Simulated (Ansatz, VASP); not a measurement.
**AsO in VASP and in Ansatz**

```xyz
2
Lattice="2.9009 0.0000 0.0000 0.0000 2.9009 0.0000 0.0000 0.0000 2.9009" Properties=species:S:1:pos:R:3 pbc="T T T"
As    0.0000    0.0000    0.0000
O     1.4505    1.4505    1.4505
```

Change from the starting cell: species swapped into the ZrIr type (Pm-3m, No. 221).

Alike in both runs: functional PBE; k mesh 20 × 20 × 20; occupations gaussian, width 0.1 eV; no spin polarisation.

Ansatz relaxed the structure, and its values are those at the end. VASP's run is a single point on that final structure, the one shown.

```csv
,VASP,Ansatz
version,VASP 6.6.1,Ansatz 0.2.0
potentials or method,"VASP PAW PBE potentials, release 64 (As, O), cutoff 520 eV","scalar-relativistic, plane waves, PAW"
valence electrons in the cell,11,21
```

Ansatz gave:

- gap on the k mesh at the Fermi level (eV): none
- pressure (GPa): 0.0

**Question.** Which values does VASP return?

**Answer.** gap on the k mesh at the Fermi level (eV): none; pressure (GPa): -0.2.

A gap of «none» marks a metal or a gap that the smearing closes. VASP's potentials hold 11 valence electrons a cell and Ansatz's 21, so a difference there can come from the potentials and not from the codes.
